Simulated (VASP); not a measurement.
Set up this calculation in VASP 6.6.1, as the native input.

```
Task                   : single point
Functional             : PBEsol
Potentials or basis    : VASP PAW PBE potentials, release 64 (Ni)
Cutoff                 : 520 eV
k mesh                 : 17 × 17 × 12
Occupations            : fermi-dirac, width 0.1 eV
Spin                   : collinear spin, ferromagnetic start
Starting moments       : [1.0, 1.0] μB
Dipole correction      : no
Further INCAR settings : ALGO = Normal; EDIFF = 1e-07; NBANDS = 21
```

The structure of Ni lies in POSCAR:

```
Ni
1.0
    1.7321712240      1.7321712240      0.0000000000
   -1.7321712240      1.7321712240      0.0000000000
    0.0000000000      0.0000000000      3.4643424480
Ni
2
Direct
    0.0000000000      0.0000000000      0.0000000000
    0.5000000000      0.5000000000      0.5000000000
```

The input as run:

INCAR

```
PREC     = Accurate       # precision mode
ENCUT    = 520            # plane-wave cutoff, eV
EDIFF    = 1E-7           # SCF threshold, eV
ISMEAR   = -1             # smearing method
SIGMA    = 0.1            # smearing width, eV
LREAL    = False          # projectors in reciprocal space
LASPH    = True           # aspherical terms in the spheres
NELM     = 150            # most SCF steps
ALGO     = Normal         # electronic algorithm
ISIF     = 2              # what is computed and relaxed
LWAVE    = False          # write WAVECAR
LCHARG   = False          # write CHGCAR
ISPIN    = 2              # spin polarisation
MAGMOM   = 1 1            # initial moments
LORBIT   = 11             # projections on sites
LMAXMIX  = 4              # l up to which the mixer works
GGA      = PS             # functional
NBANDS   = 21             # bands
```

KPOINTS

```
Automatic mesh
0
Gamma
  17 17 12
```

Potentials or basis: VASP PAW PBE potentials, release 64 (Ni).

Command:

```bash
$ cat potpaw_PBE.64/Ni/POTCAR > POTCAR
$ mpirun -np 1 vasp_std > vasp.out
```

Results of the run:

| Property | Result |
| --- | --- |
| Pressure | 0.0 GPa |
| Net moment | 1.20 μB per cell |
| Site moments | Ni +0.60 μB |
| Valence electrons inside the program's atomic spheres | Ni 9.40 |

Caveat: the PAW data sets were made with another functional, which shifts forces and pressure a little.

Wall time 6.5 min on 1 thread of Intel Xeon 8259CL, with other jobs on the host, peak memory 0.29 GiB.
